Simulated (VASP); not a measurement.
Input of a VASP 6.6.1 run:

File INCAR:

```
PREC     = Accurate       # precision mode
ENCUT    = 520            # plane-wave cutoff, eV
EDIFF    = 1E-6           # SCF threshold, eV
ISMEAR   = 0              # smearing method
SIGMA    = 0.05           # smearing width, eV
LREAL    = False          # projectors in reciprocal space
LASPH    = True           # aspherical terms in the spheres
NELM     = 80             # most SCF steps
ALGO     = Normal         # electronic algorithm
ISIF     = 2              # what is computed and relaxed
LWAVE    = False          # write WAVECAR
LCHARG   = False          # write CHGCAR
GGA      = PS             # functional
NBANDS   = 36             # bands
```

Contents of KPOINTS:

```
regular mesh
0
Gamma
  9 9 2
```

Contents of POSCAR:

```
AlN
1.0
    2.0226209166     -2.0226209166      0.0000000000
    2.0226209166      0.0000000000     -2.0226209166
    8.4950078497      7.6859594831      8.0904836664
Al N
6 6
Direct
    0.6083333333      0.6666666667      0.2916666667
   -0.0250000000      0.0000000000      0.1250000000
    0.2416666667      0.3333333333      0.4583333333
    0.5083333333      0.6666666667      0.7916666667
    0.8750000000      1.0000000000      0.6250000000
    0.1416666667      0.3333333333      0.9583333333
    0.9250000000      0.0000000000      0.3750000000
    0.2916666667      0.3333333333      0.2083333333
    0.5583333333      0.6666666667      0.5416666667
    0.8250000000      1.0000000000      0.8750000000
    0.1916666667      0.3333333333      0.7083333333
    0.6583333333      0.6666666667      0.0416666667
```

Potentials or basis: VASP PAW PBE potentials, release 64 (Al, N).

Command:

```bash
$ cat potpaw_PBE.64/Al/POTCAR potpaw_PBE.64/N/POTCAR > POTCAR
$ mpirun -np 1 vasp_std > vasp.out
```

(1) What does it give for the pressure?

(2) Estimate the band gap on the k mesh.

(3) Estimate the largest force.

## Answers

(1) 4.7 GPa.

(2) 4.17 eV (least direct gap 5.11 eV).

(3) 5.428 eV/Å.

Caveat: the cell differs from its parent crystal (the part above a cut slid along it); the stress differs along the axes, from -0 to 13 GPa; the PAW data sets were made with another functional, which shifts forces and pressure a little.
